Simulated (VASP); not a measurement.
Set up this calculation in VASP 6.6.1, as the native input.

```yaml
Task: single point
Functional: PBE
Potentials_or_basis: VASP PAW PBE potentials, release 64 (Al)
Cutoff: 500 eV
k_mesh: 4 × 4 × 4
Occupations: fermi-dirac, width 0.1 eV
Spin: no spin polarisation
Dipole_correction: no
Further_INCAR_settings: ALGO = Normal; EDIFF = 1e-06; NBANDS = 8
```

The structure of Al lies in POSCAR:

```
Al
1.0
    0.0000000000      2.0250000000      2.0250000000
    2.0250000000      0.0000000000      2.0250000000
    2.0250000000      2.0250000000      0.0000000000
Al
1
Direct
    0.0000000000      0.0000000000      0.0000000000
```

These files were run (other wordings do the same):

INCAR

```
SYSTEM = Al
PREC = Accurate
ENCUT = 500
EDIFF = 1E-6
ISMEAR = -1
SIGMA = 0.1
LREAL = .False.
LASPH = .True.
NELM = 120
ALGO = Normal
ISIF = 2
LWAVE = .False.
LCHARG = .True.
GGA = PE
LELF = .True.
LVHAR = .True.
NBANDS = 8
GGA_COMPAT = .False.
```

KPOINTS

```
Automatic mesh
0
Gamma
  4 4 4
  0 0 0
```

Potentials or basis: VASP PAW PBE potentials, release 64 (Al).

Launch:

```bash
$ cat potpaw_PBE.64/Al/POTCAR > POTCAR
$ mpirun -np 1 vasp_std > vasp.out
```

It gave:

```json
{
  "Pressure": "0.4 GPa"
}
```

Caveat: the k points lie up to 0.67 Å⁻¹ apart.

Run time: 3.5 s on 1 thread of AMD EPYC 7R13 (shared host), peak memory 0.1 GiB.
